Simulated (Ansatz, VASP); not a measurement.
**Ca: VASP beside Ansatz**

```
Ca
1.0
     1.97128   -3.39549    0.00000
     1.97128    3.39549    0.00000
     0.00000    0.00000    6.50911
Ca
2
Cartesian
  1.9713 -2.2790 1.6273
  1.9713 2.2790 4.8818
```

Alike in both runs: task single point; functional PBEsol; k mesh 8 × 8 × 4; occupations fermi-dirac, width 0.05 eV; no spin polarisation.

|  | VASP | Ansatz |
| --- | --- | --- |
| version | VASP 6.6.1 | Ansatz 0.2.0 |
| potentials or method | VASP PAW PBE potentials, release 64 (Ca_sv), cutoff 520 eV | all-electron LAPW, scalar-relativistic |

```csv
,VASP,Ansatz,Ansatz less VASP
pressure (GPa),-1.1,-1.1,-0.01
"traceless stress, the component that is largest in VASP (GPa)",0.15,0.15,0.000
rms of the force components (eV/Å),0.009,0.009,+0.0001
```

VASP's potentials were made for PBE, not for PBEsol. Atom by atom the forces differ by 0.000 eV/Å (rms over components). Ansatz ran all-electron here, and VASP with PAW potentials.
